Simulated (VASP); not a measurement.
A run of VASP 6.6.1:

The input POSCAR:

```
CuO
1.0
    0.0000000000      2.3272527300      2.3272527300
    2.3272527300      0.0000000000      2.3272527300
    2.3272527300      2.3272527300      0.0000000000
Cu O
1 1
Direct
    0.0000000000      0.0000000000      0.0000000000
    0.2500000000      0.2500000000      0.2500000000
```

The input INCAR.step1:

```
SYSTEM = CuO
  ALGO = Normal
  EDIFF = 1E-6
  ENCUT = 520
  GGA = PE
  ISIF = 2
  ISMEAR = -1
  LASPH = .True.
  LCHARG = .True.
  LMAXMIX = 4
  LREAL = .False.
  LWAVE = .False.
  NBANDS = 16
  NELM = 60
  PREC = Accurate
  SIGMA = 0.05
```

The input KPOINTS.step1:

```
k-points
0
Gamma
  10 10 10
  0 0 0
```

Contents of INCAR.step2:

```
SYSTEM = CuO
  ALGO = Normal
  EDIFF = 1E-6
  ENCUT = 520
  GGA = PE
  ICHARG = 11
  ISIF = 2
  ISMEAR = -5
  LASPH = .True.
  LCHARG = .False.
  LMAXMIX = 4
  LORBIT = 11
  LREAL = .False.
  LWAVE = .False.
  NBANDS = 16
  NEDOS = 2001
  NELM = 60
  PREC = Accurate
  SIGMA = 0.05
```

Contents of KPOINTS.step2:

```
k-points
0
Gamma
  15 15 15
  0 0 0
```

Potentials or basis: VASP PAW PBE potentials, release 64 (Cu, O).

Launch:

```sh
$ cat potpaw_PBE.64/Cu/POTCAR potpaw_PBE.64/O/POTCAR > POTCAR
$ cp INCAR.step1 INCAR
$ cp KPOINTS.step1 KPOINTS
$ mpirun -np 1 vasp_std > vasp.out
$ cp INCAR.step2 INCAR
$ cp KPOINTS.step2 KPOINTS
$ mpirun -np 1 vasp_std > vasp.out
```

Hardware: 1 thread of Intel(R) Xeon(R) Platinum 8488C (Sapphire Rapids), with other jobs on the host.

**Question.** How long does it take, and how much memory?

**Answer.** It took 29 s on 1 thread of Intel(R) Xeon(R) Platinum 8488C (Sapphire Rapids), on a shared host, peak memory 0.16 GiB. Counts: k points 120.
